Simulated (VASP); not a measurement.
A run of VASP 6.6.1:

INCAR

```
SYSTEM = Si6HO12
  PREC = Accurate
  ENCUT = 520
  EDIFF = 1E-6
  ISMEAR = 0
  SIGMA = 0.02
  LREAL = Auto
  LASPH = .True.
  NELM = 100
  ALGO = Normal
  ISIF = 2
  LWAVE = .False.
  LCHARG = .False.
  GGA = PE
  NELECT = 96.0
  NBANDS = 64
```

The input KPOINTS:

```
regular mesh
0
Gamma
  2 2 2
  0 0 0
```

POSCAR

```
Si6HO12
1.0
    7.3005510000      0.0000000000      0.0000000000
   -3.6502750000      6.3224620000      0.0000000000
    0.0000000000      0.0000000000      7.0051240000
Si O H
6 12 1
Direct
    0.5395991347      0.7801689167      0.4137908888
    0.4733746887      0.2407970528      0.9445556698
    0.2474073340      0.4666619466      0.7383446590
    0.7717633391      0.2416835396      0.6112459341
    0.7871900874      0.5328526212      0.2689750851
    0.2487010130      0.7651622836      0.0715970147
    0.5989050101      0.3990739918      0.1237721193
    0.0196393528      0.6543094374      0.1800348645
    0.7677429580      0.4139063816      0.4656028832
    0.7544282973      0.7475061462      0.3415686324
    0.3369149258      0.3303420932      0.8416035279
    0.6445518620      0.2305434187      0.8034365232
    0.2373490500      0.6381455637      0.8792153987
    0.3111529024      0.0068417086      0.0276045651
    0.0133737757      0.3042119626      0.6556337709
    0.4211306390      0.7610366307      0.2169359742
    0.4053536378      0.5918565166      0.5588412130
    0.6610946999      0.0124889197      0.5030574485
   -0.1114296376      0.8817022487      0.3422026976
```

Potentials or basis: VASP PAW PBE potentials, release 64 (Si, O, H).

Run with:

```sh
$ cat potpaw_PBE.64/Si/POTCAR potpaw_PBE.64/O/POTCAR potpaw_PBE.64/H/POTCAR > POTCAR
$ mpirun -np 1 vasp_std > vasp.out
```

Hardware: 1 thread of Intel(R) Xeon(R) Platinum 8259CL CPU @ 2.50GHz (Skylake/Cascade Lake), with other jobs on the host.

Question: Estimate the wall time of this run.

Answer: Run time: 4.9 min on 1 thread of Intel(R) Xeon(R) Platinum 8259CL CPU @ 2.50GHz (Skylake/Cascade Lake), on a shared host, peak memory 0.42 GiB. Counts: scf iterations 16, k points 8.
